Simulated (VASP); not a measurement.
Wanted: the native input for a VASP 6.6.1 run.

| Quantity | Value |
| --- | --- |
| Task | single point |
| Functional | PBE |
| Potentials or basis | VASP PAW PBE potentials, release 64 (As) |
| Cutoff | 520 eV |
| k mesh | 18 × 18 × 18 |
| Occupations | gaussian, width 0.15 eV |
| Spin | no spin polarisation |
| Dipole correction | no |
| Further INCAR settings | ALGO = Normal; EDIFF = 1e-07; NBANDS = 8 |

The structure of As lies in POSCAR:

```
As
1.0
    2.4333135700      0.0000000000      0.0000000000
    0.0000000000      2.4333135700      0.0000000000
    0.0000000000      0.0000000000      2.7036817444
As
1
Direct
    0.5000000000      0.5000000000      0.5000000000
```

This cell differs from its parent crystal: strain -0.1000 x Voigt [1, 1, 0, 0, 0, 0].

The input as run:

INCAR

```
PREC = Accurate ; ENCUT = 520
EDIFF = 1E-7 ; ISMEAR = 0
SIGMA = 0.15 ; LREAL = F
LASPH = T ; NELM = 60
ALGO = Normal ; ISIF = 2
LWAVE = F ; LCHARG = T
GGA = PE ; LELF = T
LVHAR = T ; NBANDS = 8
```

KPOINTS

```
Automatic mesh
0
Gamma
  18 18 18
```

Potentials or basis: VASP PAW PBE potentials, release 64 (As).

The run is started by

```bash
$ cat potpaw_PBE.64/As/POTCAR > POTCAR
$ mpirun -np 1 vasp_std > vasp.out
```

Results of the run:

| Quantity | Value |
| --- | --- |
| Pressure | 35.4 GPa |

Caveat: the cell differs from its parent crystal (strain -0.1000 x Voigt [1, 1, 0, 0, 0, 0]).

Run time: 34 s on 1 thread of Intel(R) Xeon(R) Platinum 8488C (Sapphire Rapids) (shared host), peak memory 0.18 GiB.
